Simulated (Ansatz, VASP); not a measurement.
Two plane-wave programs on AlNi

```
Al Ni
1.0
     2.12227   -2.12221    0.00000
     2.12227    2.12221    0.00000
     0.00000    0.00000    3.02190
Al Ni
1 1
Direct
  0.00000 0.00000 0.00000
  0.50000 0.50000 0.50000
```

Alike in both runs: task single point; functional PBEsol; k mesh 16 × 16 × 16; occupations gaussian, width 0.15 eV; no spin polarisation.

```csv
,VASP,Ansatz
version,VASP 6.6.1,Ansatz 0.2.0
potentials or method,"VASP PAW PBE potentials, release 64 (Al, Ni), cutoff 520 eV","scalar-relativistic, plane waves, PAW"
valence electrons in the cell,13,21
```

```tsv
	VASP	Ansatz	Ansatz less VASP
gap on the k mesh at the Fermi level (eV)	none	none	-
pressure (GPa)	-18.7	-18.7	+0.03
traceless stress, the component that is largest in VASP (GPa)	-0.22	-0.21	+0.006
```

VASP's potentials were made for PBE, not for PBEsol, and Ansatz warns of the same on its side. A gap of «none» marks a metal or a gap that the smearing closes. VASP's potentials hold 13 valence electrons a cell and Ansatz's 21, so a difference there can come from the potentials and not from the codes. Ansatz's warnings: near symmetry operations not taken.
